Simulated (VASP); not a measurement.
A run of VASP 6.6.1 is set up as follows.

File INCAR:

```
SYSTEM = Al
  PREC = Accurate
  ENCUT = 520
  EDIFF = 1E-7
  ISMEAR = 0
  SIGMA = 0.05
  LREAL = .False.
  LASPH = .True.
  NELM = 100
  ALGO = Normal
  ISIF = 2
  LWAVE = .False.
  LCHARG = .False.
  GGA = PS
  NBANDS = 14
```

File KPOINTS:

```
regular mesh
0
Gamma
  10 10 3
  0 0 0
```

POSCAR

```
Al
1.0
    2.8270770242      0.0000000000      0.0000000000
   -1.4135385121      2.4483205214      0.0000000000
    0.0000000000      0.0000000000      9.1859930700
Al
4
Direct
    0.6512710000      0.3181030000      0.7537220000
   -0.0068000000     -0.0034860000      0.4941930000
    0.3462790000      0.6774530000      0.2479860000
   -0.0057360000     -0.0001190000     -0.0007300000
```

Potentials or basis: VASP PAW PBE potentials, release 64 (Al).

The run is started by

```bash
$ cat potpaw_PBE.64/Al/POTCAR > POTCAR
$ mpirun -np 1 vasp_std > vasp.out
```

Q: What does it give for the largest force?

A: 0.400 eV/Å.

Q: Predict the pressure.

A: 2.0 GPa.

Q: Estimate the band gap on the k mesh.

A: Zero (band 6 reaches 12.39 eV, above the bottom of band 7 at 6.94 eV).

Forces in eV/Å, atoms in the order of the input:
```
Al   0.013  0.046 -0.398
Al   0.024  0.011  0.375
Al  -0.058 -0.050 -0.077
Al   0.021 -0.006  0.100
```

Caveat: the PAW data sets were made with another functional, which shifts forces and pressure a little.
